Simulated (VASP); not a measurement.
# Si (C2/m) in VASP: further runs

Runs on Si. Level: LDA. Tasks: single point, relaxation of shape and atoms at fixed volume.

Everything below comes from runs of VASP 6.6.1. Logs are shortened: lines on timing, memory, paths and dates and some standing lists are left out, and cuts for length are marked.

### Step 1. The cell of the first run

The structure is monoclinic, space group C2/m (No. 12). The conventional cell has a = 13.717 Å, b = 3.817 Å, c = 6.291 Å, α = 90.00°, β = 96.73°, γ = 90.00°. Si (site symmetry m) has 4 Si at 2.32 to 2.36 Å within 3.1 Å. Within 3.1 Å of Si (site symmetry m) lie 4 Si at 2.36 to 2.39 Å. Within 3.0 Å of Si (site symmetry m) lie 4 Si at 2.30 to 2.32 Å. Si (site symmetry m) has 4 Si at 2.30 to 2.39 Å within 3.0 Å.

### Step 2. Single point, LDA

Input file INCAR:

```
PREC = Accurate ; ENCUT = 520
EDIFF = 1E-7 ; ISMEAR = 0
SIGMA = 0.01 ; LREAL = F
LASPH = T ; NELM = 100
ALGO = Normal ; ISIF = 2
LWAVE = F ; LCHARG = T
LELF = T ; LVHAR = T
NBANDS = 26
```

Input file KPOINTS:

```
Automatic mesh
0
Gamma
  10 10 6
```

Input file POSCAR:

```
Si
1.0
    6.8586134795     -1.9084045204      0.0019555789
    6.8586134795      1.9084045204      0.0019555789
   -0.7390757496      0.0000000000      6.2471364343
Si
8
Direct
    0.0552606046      0.0552606046      0.8732930166
    0.9447393954      0.9447393954      0.1267069834
    0.5589873878      0.5589873878      0.6532364387
    0.4410126122      0.4410126122      0.3467635613
    0.2124950298      0.2124950298      0.0571328847
    0.7875049702      0.7875049702      0.9428671153
    0.7270489240      0.7270489240      0.5856835381
    0.2729510760      0.2729510760      0.4143164619
```

Potentials or basis: VASP PAW LDA potentials, release 64 (Si).

Launch:

```sh
$ cat potpaw_LDA.64/Si/POTCAR > POTCAR
$ mpirun -np 1 vasp_std > vasp.out
```

OUTCAR:

```text
PREC = Accurate
   ENCUT = 520
   EDIFF = 1E-7
   ISMEAR = 0
   LREAL = F
   LASPH = T
   NELM = 100
   ISIF = 2

 ion  position               nearest neighbor table
   1  0.055  0.055  0.873-   5 2.32   2 2.33   3 2.36   3 2.36
   2  0.945  0.945  0.127-   6 2.32   1 2.33   4 2.36   4 2.36
   3  0.559  0.559  0.653-   1 2.36   1 2.36   4 2.37   7 2.39
   4  0.441  0.441  0.347-   2 2.36   2 2.36   3 2.37   8 2.39
   5  0.212  0.212  0.057-   8 2.30   6 2.32   6 2.32   1 2.32
   6  0.788  0.788  0.943-   7 2.30   5 2.32   5 2.32   2 2.32
   7  0.727  0.727  0.586-   6 2.30   8 2.32   8 2.32   3 2.39
   8  0.273  0.273  0.414-   5 2.30   7 2.32   7 2.32   4 2.39

  LATTYP: Found a base centered monoclinic cell.
 ALAT       =    13.7172275166
 B/A-ratio  =     0.2782493063
 C/A-ratio  =     0.4585987350
 COS(beta)  =    -0.1172038272

  Lattice vectors:

 A1 = (   6.8586134795,  -1.9084045204,   0.0019555789)
 A2 = (   6.8586134795,   1.9084045204,   0.0019555789)
 A3 = (  -0.7390757496,   0.0000000000,   6.2471364343)

Analysis of symmetry for initial positions (statically):
=====================================================================
 Subroutine PRICEL returns:
 Original cell was already a primitive cell.

 Routine SETGRP: Setting up the symmetry group for a
 base centered monoclinic supercell.

 Subroutine GETGRP returns: Found  4 space group operations
 (whereof  4 operations were pure point group operations)
 out of a pool of  4 trial point group operations.

The static configuration has the point symmetry C_2h.

Analysis of symmetry for dynamics (positions and initial velocities):
=====================================================================
 Subroutine PRICEL returns:
 Original cell was already a primitive cell.

 Routine SETGRP: Setting up the symmetry group for a
 base centered monoclinic supercell.

 Subroutine GETGRP returns: Found  4 space group operations
 (whereof  4 operations were pure point group operations)
 out of a pool of  4 trial point group operations.

The dynamic configuration has the point symmetry C_2h.

 Subroutine INISYM returns: Found  4 space group operations
 (whereof  4 operations are pure point group operations),
 and found     1 'primitive' translations

----------------------------------------------------------------------------------------

                                     Primitive cell

  volume of cell :     163.5432

  direct lattice vectors                    reciprocal lattice vectors
     6.858613479 -1.908404520  0.001955579     0.072898573 -0.261998960  0.008624362
     6.858613479  1.908404520  0.001955579     0.072898573  0.261998960  0.008624362
    -0.739075750  0.000000000  6.247136434    -0.000045640  0.000000000  0.160067941

  length of vectors
     7.119170633  7.119170633  6.290703187     0.272088288  0.272088288  0.160067948

  position of ions in fractional coordinates (direct lattice)
     0.055260605  0.055260605  0.873293017
     0.944739395  0.944739395  0.126706983
     0.558987388  0.558987388  0.653236439
     0.441012612  0.441012612  0.346763561
     0.212495030  0.212495030  0.057132885
     0.787504970  0.787504970  0.942867115
     0.727048924  0.727048924  0.585683538
     0.272951076  0.272951076  0.414316462

  ion indices of the primitive-cell ions
   primitive index   ion index
                 1           1
                 2           2
                 3           3
                 4           4
                 5           5
                 6           6
                 7           7
                 8           8

----------------------------------------------------------------------------------------

 KPOINTS: Automatic mesh

Automatic generation of k-mesh.
 Grid dimensions read from file:
 generate k-points for:   10   10    6

 Generating k-lattice:

  Cartesian coordinates                     Fractional coordinates (reciprocal lattice)
     0.007289857 -0.026199896  0.000862436     0.100000000  0.000000000 -0.000000000
     0.007289857  0.026199896  0.000862436     0.000000000  0.100000000 -0.000000000
    -0.000007607  0.000000000  0.026677990    -0.000000000 -0.000000000  0.166666667

  Length of vectors
     0.027208829  0.027208829  0.026677991

  Shift w.r.t. Gamma in fractional coordinates (k-lattice)
     0.000000000  0.000000000  0.000000000

 Subroutine IBZKPT returns following result:
 ===========================================

 Found    172 irreducible k-points:

 Following reciprocal coordinates:
            Coordinates               Weight
  0.000000  0.000000  0.000000      1.000000
  0.100000 -0.000000  0.000000      4.000000
  0.200000 -0.000000  0.000000      4.000000
  0.300000 -0.000000  0.000000      4.000000
  0.400000 -0.000000  0.000000      4.000000
  0.500000 -0.000000  0.000000      2.000000
[... 16 lines left out ...]
  0.300000  0.300000  0.000000      2.000000
  0.400000  0.300000  0.000000      4.000000
 [... further k-points ...]
   k-points           NKPTS =    172   k-points in BZ     NKDIM =    172   number of bands    NBANDS=     26
   number of dos      NEDOS =    301   number of ions     NIONS =      8
   total plane-waves  NPLWV = 139968
   dimension x,y,z NGX =    54 NGY =   54 NGZ =   48
   dimension x,y,z NGXF=   108 NGYF=  108 NGZF=   96
   ions per type =               8
   NGX,Y,Z   is equivalent  to a cutoff of  12.61, 12.61, 12.69 a.u.
   NGXF,Y,Z  is equivalent  to a cutoff of  25.22, 25.22, 25.37 a.u.
 SYSTEM =  unknown system
   PREC   = accura    normal or accurate (medium, high low for compatibility)
   ISTART =      0    job   : 0-new  1-cont  2-samecut
   ICHARG =      2    charge: 1-file 2-atom 10-const
   ISPIN  =      1    spin polarized calculation?
   LNONCOLLINEAR =      F non collinear calculations
   LSORBIT =      F    spin-orbit coupling
   LASPH  =      T    aspherical Exc in radial PAW
   ENCUT  =  520.0 eV  38.22 Ry    6.18 a.u.  13.24 13.24 11.70*2*pi/ulx,y,z
   NELM   =    100;   NELMIN=  2; NELMDL= -5     # of ELM steps
   EDIFF  = 0.1E-06   stopping-criterion for ELM
   LREAL  =      F    real-space projection
   EDIFFG = 0.1E-05   stopping-criterion for IOM
   NSW    =      0    number of steps for IOM
   IBRION =     -1    ionic relax: 0-MD 1-quasi-New 2-CG
   NFREE  =      0    steps in history (QN), initial steepest desc. (CG)
   ISIF   =      2    stress and relaxation
   ISYM   =      2    0-nonsym 1-usesym 2-fastsym
   POTIM  = 0.5000    time-step for ionic-motion
   TEBEG  =    0.0;   TEEND  =   0.0 temperature during run
   PSTRESS=    0.0 pullay stress
   NELECT =      32.0000    total number of electrons
   NUPDOWN=      -1.0000    fix difference up-down
   EMIN   =  10.00;   EMAX   =-10.00  energy-range for DOS
   EFERMI =   0.00;   METHOD = LEGACY
   ISMEAR =     0;   SIGMA  =   0.01  broadening in eV -4-tet -1-fermi 0-gaus
   EFERMI_NEDOS =   21; number of points for ismear=-14 and -15
   IALGO  =     38    algorithm
   IMIX   =      4    mixing-type and parameters
     AMIX     =   0.40;   BMIX     =  1.00
     AMIX_MAG =   1.60;   BMIX_MAG =  1.00
  volume/ion in A,a.u.               =      20.44       137.96
  Fermi-wavevector in a.u.,A,eV,Ry     =   0.950417  1.796027 12.290030  0.903292
  Thomas-Fermi vector in A             =   2.078791
   LORBIT       =      0    0 simple, 1 ext, 2 COOP (PROOUT), +10 PAW based schemes
   GGA     = CA    functional components
   LHFCALC =     F    Hartree Fock is set to
   AEXX    =    0.0000 exact exchange contribution
   IVDW    =     0    specifies the selected vdW correction
   LEPSILON=     F    determine dielectric tensor
   LRPA    =     F    only Hartree local field effects (RPA)
 non-spin polarized calculation
 Gauss-broadening in eV      SIGMA  =   0.01
  energy-cutoff  :      520.00
  volume of cell :      163.54
 maximum number of plane-waves:      4431
 NGX is ok and might be reduce to    54
   NGX = 27   NGY = 27   NGZ = 23

 number of electron      32.0000001 magnetization

 Free energy of the ion-electron system (eV)
  ---------------------------------------------------
  ext. energy  EPLUGINS =         0.00000000
  ---------------------------------------------------
  free energy    TOTEN  =       -47.08585616 eV

  energy without entropy =      -47.08585616  energy(sigma->0) =      -47.08585616

 E-fermi :   5.8435     XC(G=0):  -9.4550

 val. band max:        5.7623944840   @ k =   0.0000   0.0000   0.0000
 cond. band min:       5.8907079434   @ k =   0.5000   0.5000   0.5000
 fundamental gap:      0.1283134595
 Fermi energy:         5.8435025106

 k-point     1 :       0.0000    0.0000    0.0000
  band No.  band energies     occupation
      1      -6.5693      2.00000
      2      -4.2703      2.00000
      3      -4.0754      2.00000
      4      -3.4912      2.00000
      5      -1.6118      2.00000
      6      -1.0806      2.00000
[... 18 lines left out ...]
     25       9.2862      0.00000
     26       9.3489      0.00000

 k-point     2 :       0.1000   -0.0000    0.0000
  band No.  band energies     occupation
      1      -6.4741      2.00000
      2      -4.2948      2.00000
      3      -3.8810      2.00000
      4      -3.4084      2.00000
      5      -1.6875      2.00000
      6      -1.0476      2.00000
[... 18 lines left out ...]
     25       9.3916      0.00000
     26       9.7842      0.00000

 k-point     3 :       0.2000   -0.0000    0.0000
  band No.  band energies     occupation
      1      -6.1907      2.00000
      2      -4.2086      2.00000
      3      -3.4779      2.00000
      4      -3.1675      2.00000
      5      -1.9483      2.00000
      6      -1.0351      2.00000
[... 572 lines left out ...]
 k-point    23 :       0.3000    0.3000    0.0000
  band No.  band energies     occupation
      1      -6.3606      2.00000
      2      -5.2375      2.00000
      3      -3.4774      2.00000
      4      -2.9783      2.00000
      5      -2.2333      2.00000
      6      -0.8668      2.00000
[... 18 lines left out ...]
     25       9.2054      0.00000
     26       9.8930      0.00000

 k-point    24 :       0.4000    0.3000    0.0000
  band No.  band energies     occupation
      1      -6.2036      2.00000
      2      -5.2939      2.00000
      3      -3.3499      2.00000
      4      -2.7609      2.00000
      5      -2.3538      2.00000
      6      -0.8942      2.00000
[... 18 lines left out ...]
     25       9.2999      0.00000
     26       9.4001      0.00000

 [... further k-points ...]

------------------------ aborting loop because EDIFF is reached ----------------------------------------

  FORCE on cell =-STRESS in cart. coord.  units (eV):
  Direction    XX          YY          ZZ          XY          YZ          ZX
  --------------------------------------------------------------------------------------
  -------------------------------------------------------------------------------------
  Total        0.0555136      0.0517110      0.0572275      0.0000000      0.0000000     -0.0038310
  in kB        0.5438477      0.5065948      0.5606389      0.0000000      0.0000000     -0.0375307
  external PRESSURE =       0.5370272 kB  Pullay stress =       0.0000000 kB

 VOLUME and BASIS-vectors are now :
 -----------------------------------------------------------------------------
  energy-cutoff  :      520.00
  volume of cell :      163.54
      direct lattice vectors                 reciprocal lattice vectors
     6.858613479 -1.908404520  0.001955579     0.072898573 -0.261998960  0.008624362
     6.858613479  1.908404520  0.001955579     0.072898573  0.261998960  0.008624362
    -0.739075750  0.000000000  6.247136434    -0.000045640  0.000000000  0.160067941

 POSITION                                       TOTAL-FORCE (eV/Angst)
 -----------------------------------------------------------------------------------
      0.11259      0.00000      5.45580        -0.005298      0.000000      0.001385
     12.86556      0.00000      0.79525         0.005298      0.000000     -0.001385
      7.18497      0.00000      4.08304        -0.002296      0.000000     -0.001802
      5.79319      0.00000      2.16800         0.002296      0.000000      0.001802
      2.87262      0.00000      0.35775        -0.003127      0.000000     -0.000616
     10.10553      0.00000      5.89330         0.003127      0.000000      0.000616
      9.54023      0.00000      3.66169         0.001734      0.000000     -0.001201
      3.43792      0.00000      2.58936        -0.001734      0.000000      0.001201
 -----------------------------------------------------------------------------------
    total drift:                               -0.000000     -0.000000     -0.000000

  FREE ENERGIE OF THE ION-ELECTRON SYSTEM (eV)
  ---------------------------------------------------
  free  energy   TOTEN  =       -47.0858561599 eV

  energy  without entropy=      -47.0858561599  energy(sigma->0) =      -47.08585616
```

Run time: 11 min. Hardware: 1 thread of Intel Xeon Platinum 8488C (Sapphire Rapids), shared host; peak memory 0.61 GiB.

Results:

* Free energy: -47.0859 eV
* Pressure: 0.1 GPa
* Largest force: 0.005 eV/Å
* Band gap on the k mesh: 0.13 eV (least direct gap 0.41 eV)

Forces on the atoms (eV/Å):
```
Si  -0.005  0.000  0.001
Si   0.005  0.000 -0.001
Si  -0.002  0.000 -0.002
Si   0.002  0.000  0.002
Si  -0.003  0.000 -0.001
Si   0.003  0.000  0.001
Si   0.002  0.000 -0.001
Si  -0.002  0.000  0.001
```

Caveat: semilocal functionals underestimate gaps, and a narrow one can read as zero. A k mesh can miss the band edges.

### Step 3. Relaxation of shape and atoms at fixed volume, LDA (18.60 Å³/atom)

This run uses another cell than the first one, of 18.60 Å³/atom.

Input file INCAR:

```
  PREC = Accurate
  ENCUT = 600
  EDIFF = 1E-6
  ISMEAR = 0
  SIGMA = 0.01
  LREAL = F
  LASPH = T
  NELM = 80
  ALGO = Normal
  ISIF = 4
  LWAVE = F
  LCHARG = F
  GGA = CA
  IBRION = 2
  NSW = 50
  EDIFFG = -0.01
```

KPOINTS is that of step 2.

Input file POSCAR:

```
Si
1.0
    6.6096472111     -1.8504681750      0.0124956857
    6.6096472111      1.8504681750      0.0124956857
   -0.7026027845      0.0000000000      6.0825973620
Si
8
Direct
    0.0536831914      0.0536831914      0.8704686928
    0.9463168086      0.9463168086      0.1295313072
    0.5581325161      0.5581325161      0.6524777620
    0.4418674839      0.4418674839      0.3475222380
    0.2112236148      0.2112236148      0.0571856830
    0.7887763852      0.7887763852      0.9428143170
    0.7272975587      0.7272975587      0.5860385264
    0.2727024413      0.2727024413      0.4139614736
```

Potentials or basis: VASP PAW LDA potentials, release 64 (Si).

Launch:

```sh
$ cat potpaw_LDA.64/Si/POTCAR > POTCAR
$ mpirun -np 1 vasp_std > vasp.out
```

Wall time 61 min (1 thread of Intel Xeon Platinum 8559C (Emerald Rapids), shared host); peak memory 0.64 GiB.

It converged, with:

| Item | Value |
| --- | --- |
| Free energy | -46.6585 eV |
| Energy gained by relaxing | 0.6 meV/atom |
| Ionic steps | 14 |
| Pressure after relaxing | 10.0 GPa |
| Largest force after relaxing | 0.007 eV/Å |
| Band gap on the k mesh | zero (bands 16 and 17 overlap by 0.03 eV) |

Forces in eV/Å, atoms in the order of the input:
```
Si   0.000  0.000 -0.002
Si   0.000  0.000  0.002
Si  -0.003  0.000 -0.006
Si   0.003  0.000  0.006
Si   0.001  0.000 -0.007
Si  -0.001  0.000  0.007
Si  -0.002  0.000  0.003
Si   0.002  0.000 -0.003
```

Step by step:
```csv
step,energy change (eV),largest force (eV/Å),pressure (GPa),volume (Å³)
1,0.0000,0.1068,10.26,148.82
2,-0.0022,0.0832,10.12,148.82
3,-0.0024,0.0906,10.09,148.82
4,-0.0032,0.0633,10.02,148.82
5,-0.0032,0.0532,10.03,148.82
6,-0.0037,0.0368,10.01,148.82
7,-0.0039,0.0539,9.99,148.82
8,-0.0042,0.0275,9.97,148.82
9,-0.0042,0.0262,9.97,148.82
10,-0.0043,0.0252,9.96,148.82
11,-0.0043,0.0303,9.96,148.82
12,-0.0044,0.0218,9.96,148.82
13,-0.0044,0.0154,9.95,148.82
14,-0.0045,0.0069,9.95,148.82
```

Final structure:
```
CELL_PARAMETERS angstrom
6.57211 -1.85240 0.01848
6.57211 1.85240 0.01848
-0.69322 0.00000 6.11034
ATOMIC_POSITIONS crystal
Si 0.05233 0.05233 0.86795
Si 0.94767 0.94767 0.13205
Si 0.55766 0.55766 0.65219
Si 0.44234 0.44234 0.34781
Si 0.21026 0.21026 0.05650
Si 0.78974 0.78974 0.94350
Si 0.72811 0.72811 0.58719
Si 0.27189 0.27189 0.41281
```

Levels at points of the mesh, in eV from the Fermi level:
| k point | band 13 | band 14 | band 15 | band 16 | band 17 | band 18 | band 19 | band 20 |
| --- | --- | --- | --- | --- | --- | --- | --- | --- |
| (0.00, 0.00, 0.00) | -0.97 | -0.91 | -0.43 | 0.02 | 0.32 | 1.28 | 1.68 | 2.10 |
| (0.50, 0.00, 0.00) | -3.34 | -3.19 | -2.34 | -2.14 | 0.49 | 1.32 | 1.70 | 2.40 |
| (0.50, 0.50, 0.00) | -1.59 | -1.34 | -0.84 | -0.53 | 0.04 | 1.02 | 2.05 | 2.32 |
| (0.00, 0.00, 0.50) | -1.65 | -1.52 | -1.22 | -0.92 | 0.79 | 1.18 | 1.52 | 2.55 |
| (0.50, 0.00, 0.50) | -2.42 | -2.22 | -2.02 | -1.60 | 0.83 | 1.20 | 1.45 | 1.45 |
| (0.50, 0.50, 0.50) | -2.52 | -1.72 | -1.29 | -0.84 | -0.02 | 1.01 | 1.48 | 1.92 |

Caveat: semilocal functionals underestimate gaps, and a narrow one can read as zero.

(Continued in part 2 of 3.)

The gap in the log of VASP goes by the Fermi energy; the results here count the filled bands.